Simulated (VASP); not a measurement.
Wanted: the native input for a VASP 6.6.1 run.

- Task: single point
- Functional: PBE
- Potentials or basis: VASP PAW PBE potentials, release 64 (Ir)
- Cutoff: 520 eV
- k mesh: 12 × 12 × 12
- Occupations: gaussian, width 0.024 eV
- Spin: no spin polarisation
- Dipole correction: no
- Further INCAR settings: ALGO = Normal; EDIFF = 1e-06; NBANDS = 10

The structure of Ir lies in POSCAR:

```
Ir
1.0
    0.0000000000      1.9156000000      1.9156000000
    1.9156000000      0.0000000000      1.9156000000
    1.9156000000      1.9156000000      0.0000000000
Ir
1
Direct
    0.0000000000      0.0000000000      0.0000000000
```

The input as run:

INCAR

```
SYSTEM = Ir
  ALGO = Normal
  EDIFF = 1E-6
  ENCUT = 520
  GGA = PE
  ISIF = 2
  ISMEAR = 0
  LASPH = .TRUE.
  LCHARG = .FALSE.
  LREAL = .FALSE.
  LWAVE = .FALSE.
  NBANDS = 10
  NELM = 60
  PREC = Accurate
  SIGMA = 0.024
```

KPOINTS

```
k-points
0
G
  12 12 12
  0 0 0
```

Potentials or basis: VASP PAW PBE potentials, release 64 (Ir).

Command:

```sh
$ cat potpaw_PBE.64/Ir/POTCAR > POTCAR
$ mpirun -np 1 vasp_std > vasp.out
```

Results of the run:

| Quantity | Value |
| --- | --- |
| Pressure | 11.8 GPa |

Wall time 8.4 s on 1 thread of Intel Xeon 6975P-C (shared host), peak memory 0.13 GiB.
